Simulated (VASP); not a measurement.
## HRh8: single point with PBE+D3(BJ)

The system is HRh8, a slab with vacuum.

```xyz
9
Lattice="5.3650 0.0000 0.0000 0.0000 3.7936 0.0000 0.0000 0.0000 21.2401" Properties=species:S:1:pos:R:3 pbc="T T T"
Rh    1.3413    1.8968    4.0000
Rh    4.0238    1.8968    4.0000
Rh    0.0000    0.0000    5.3413
Rh    2.6825    0.0000    5.3413
Rh    1.3413    1.8968    6.6981
Rh    4.0238    1.8968    6.6981
Rh    0.0000    0.0000    7.9401
Rh    2.6825    0.0000    7.9401
H     0.4471    0.9484   11.2401
```

```json
{
 "Program": "VASP 6.6.1",
 "Task": "single point",
 "Functional": "PBE",
 "Dispersion": "D3(BJ)",
 "Potentials or basis": "VASP PAW PBE potentials, release 64 (Rh_pv, H)",
 "Cutoff": "520 eV",
 "k mesh": "5 × 7 × 1",
 "Occupations": "gaussian, width 0.1 eV",
 "Spin": "no spin polarisation",
 "Dipole correction": "yes",
 "Further INCAR settings": "ALGO = Normal; EDIFF = 1e-07; NBANDS = 70"
}
```

```json
{
  "Largest force": "0.673 eV/Å",
  "Band gap on the k mesh": "zero (an odd number of electrons rules out a gap without spin polarisation)",
  "Dispersion energy per atom": "-0.344 eV"
}
```

Forces in eV/Å, atoms in the order of the input:
```
Rh  -0.019  0.005  0.616
Rh   0.016  0.013  0.621
Rh  -0.002 -0.014 -0.589
Rh   0.006  0.000 -0.473
Rh  -0.007 -0.002 -0.104
Rh   0.003  0.009 -0.093
Rh   0.091  0.118  0.581
Rh  -0.051  0.001  0.100
H   -0.035 -0.132 -0.659
```

Levels at points of the mesh, in eV from the Fermi level:
| k point | band 58 | band 59 | band 60 | band 61 | band 62 | band 63 |
| --- | --- | --- | --- | --- | --- | --- |
| (0.00, 0.00, 0.00) | -0.05 | 0.00 | 0.10 | 0.17 | 0.30 | 0.33 |

It took 24 min on 1 thread of Oxide Virtual Turin-like Processor, on a shared host, peak memory 0.61 GiB.
